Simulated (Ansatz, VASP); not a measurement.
**Sb in VASP and in Ansatz**

File INCAR:

```
ALGO = Normal
DIPOL = 0.5 0.5 0.345
EDIFF = 1E-6
ENCUT = 520
GGA = PE
IDIPOL = 3
ISIF = 2
ISMEAR = -1
LASPH = T
LCHARG = T
LDIPOL = T
LELF = T
LREAL = F
LVACPOTAV = T
LVHAR = T
LWAVE = F
NBANDS = 12
NELM = 60
PREC = Accurate
SIGMA = 0.02
```

File KPOINTS:

```
k-points
0
Gamma
  12 12 1
```

File POSCAR:

```
Sb
1.0
    4.1051829901      0.0000000000      0.0000000000
   -2.0525914950      3.5551927566      0.0000000000
    0.0000000000      0.0000000000     26.8552477996
Sb
2
Direct
    0.3333333333      0.6666666667      0.3149797958
    0.6666666667      0.3333333333      0.3749272212
```

Input for Ansatz:

```yaml
crystal:
  lattice:
    - [4.1051829901, 0.0, 0.0]
    - [-2.052591495, 3.5551927566, 0.0]
    - [0.0, 0.0, 26.8552477996]
  atoms:
    - { symbol: Sb, position: [0.3333333333, 0.6666666667, 0.3149797958] }
    - { symbol: Sb, position: [0.6666666667, 0.3333333333, 0.3749272212] }
  periodic: [true, true, false]
kpoints:
  mp_grid: { grid: [12, 12, 1] }
  band_path:
    path:
      - [0.0, 0.0, 0.0]
      - [0.5, 0.0, 0.0]
      - [0.3333333333, 0.3333333333, 0.0]
      - [0.0, 0.307292, 0.0]
    npoints: 1
hamiltonian:
  xc: pbe
scf:
  occupations: { method: fermi_dirac, width: 0.02 }
  n_extra_bands: 4
output:
  forces: true
  stress: true
  eigenvalues: true
```

Alike in both runs: task single point; functional PBE; k mesh 12 × 12 × 1; occupations fermi-dirac, width 0.02 eV; no spin polarisation.

```csv
,VASP,Ansatz
version,VASP 6.6.1,Ansatz 0.2.0
potentials or method,"VASP PAW PBE potentials, release 64 (Sb)","plane waves, PAW"
plane-wave cutoff (eV),520,420
valence electrons in the cell,10,30
```

Ansatz gave:

```
gap on the k mesh at the Fermi level (eV) : 1.36
rms of the force components (eV/Å)        : 0.158
```

Q: What did VASP give for the same quantities?

A: gap on the k mesh at the Fermi level (eV): 1.36; rms of the force components (eV/Å): 0.212.

Atom by atom the forces differ by 0.054 eV/Å (rms over components). VASP's potentials hold 10 valence electrons a cell and Ansatz's 30, so a difference there can come from the potentials and not from the codes.

Neither program's run includes spin-orbit coupling.
